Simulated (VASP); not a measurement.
A run of VASP 6.6.1 is set up as follows.

Contents of POSCAR:

```
AlN
1.0
    0.0000000000      2.0188684697      2.0188684697
    2.0188684697      0.0000000000      2.0188684697
    2.0188684697      2.0188684697      0.0000000000
Al N
1 1
Direct
    0.0000000000      0.0000000000      0.0000000000
    0.5000000000      0.5000000000      0.5000000000
```

The input INCAR.step1:

```
SYSTEM = AlN
PREC     = Accurate       ! precision mode
ENCUT    = 500            ! plane-wave cutoff, eV
EDIFF    = 1E-8           ! SCF threshold, eV
ISMEAR   = 0              ! smearing method
SIGMA    = 0.01           ! smearing width, eV
LREAL    = .FALSE.        ! projectors in reciprocal space
LASPH    = .TRUE.         ! aspherical terms in the spheres
NELM     = 60             ! most SCF steps
ALGO     = Normal         ! electronic algorithm
LWAVE    = .TRUE.         ! write WAVECAR
LCHARG   = .FALSE.        ! write CHGCAR
METAGGA  = R2SCAN         ! meta-GGA
LMIXTAU  = .TRUE.
```

INCAR.step2

```
SYSTEM = AlN
PREC     = Accurate       ! precision mode
ENCUT    = 500            ! plane-wave cutoff, eV
EDIFF    = 1E-8           ! SCF threshold, eV
ISMEAR   = 0              ! smearing method
SIGMA    = 0.01           ! smearing width, eV
LREAL    = .FALSE.        ! projectors in reciprocal space
LASPH    = .TRUE.         ! aspherical terms in the spheres
NELM     = 1              ! most SCF steps
ALGO     = Exact          ! electronic algorithm
LWAVE    = .TRUE.         ! write WAVECAR
LCHARG   = .FALSE.        ! write CHGCAR
METAGGA  = R2SCAN         ! meta-GGA
LMIXTAU  = .TRUE.       
NBANDS   = 65             ! bands
LOPTICS  = .TRUE.         ! frequency-dependent dielectric function
ISTART   = 1
```

INCAR.step3

```
SYSTEM = AlN
PREC     = Accurate       ! precision mode
ENCUT    = 500            ! plane-wave cutoff, eV
EDIFF    = 1E-8           ! SCF threshold, eV
ISMEAR   = 0              ! smearing method
SIGMA    = 0.01           ! smearing width, eV
LREAL    = .FALSE.        ! projectors in reciprocal space
LASPH    = .TRUE.         ! aspherical terms in the spheres
ALGO     = EVGW0          ! electronic algorithm
LWAVE    = .FALSE.        ! write WAVECAR
LCHARG   = .FALSE.        ! write CHGCAR
METAGGA  = R2SCAN         ! meta-GGA
LMIXTAU  = .TRUE.       
NELMGW   = 1            
NBANDS   = 65             ! bands
ENCUTGW  = 140.0          ! cutoff of the response function
NOMEGA   = 96             ! frequency points
PRECFOCK = Fast         
ISTART   = 1            
NBANDSGW = 12           
OMEGAMAX = 20
```

File KPOINTS:

```
Automatic mesh
0
G
  6 6 6
  0 0 0
```

Potentials or basis: VASP PAW PBE potentials, release 64 (Al_GW, N_GW).

Command:

```console
$ cat potpaw_PBE.64/Al_GW/POTCAR potpaw_PBE.64/N_GW/POTCAR > POTCAR
$ cp INCAR.step1 INCAR
$ mpirun -np 1 vasp_std > vasp.out
$ cp INCAR.step2 INCAR
$ mpirun -np 1 vasp_std > vasp.out
$ cp INCAR.step3 INCAR
$ mpirun -np 1 vasp_std > vasp.out
```

Question: Predict the quasiparticle gap.

Answer: 6.49 eV.

Question: What does it give for the least direct quasiparticle gap?

Answer: 7.87 eV.

Question: What does it give for the band gap of the starting levels on the mesh?

Answer: 5.48 eV.

Question: Estimate the least direct gap of the starting levels on the mesh.

Answer: 6.56 eV.

Caveat: the k points lie up to 0.45 Å⁻¹ apart; bands, screening cutoff and mesh are small and nothing is extrapolated, so the quasiparticle values aren't converged; the structure was generated, so it needn't be the stable form of AlN.
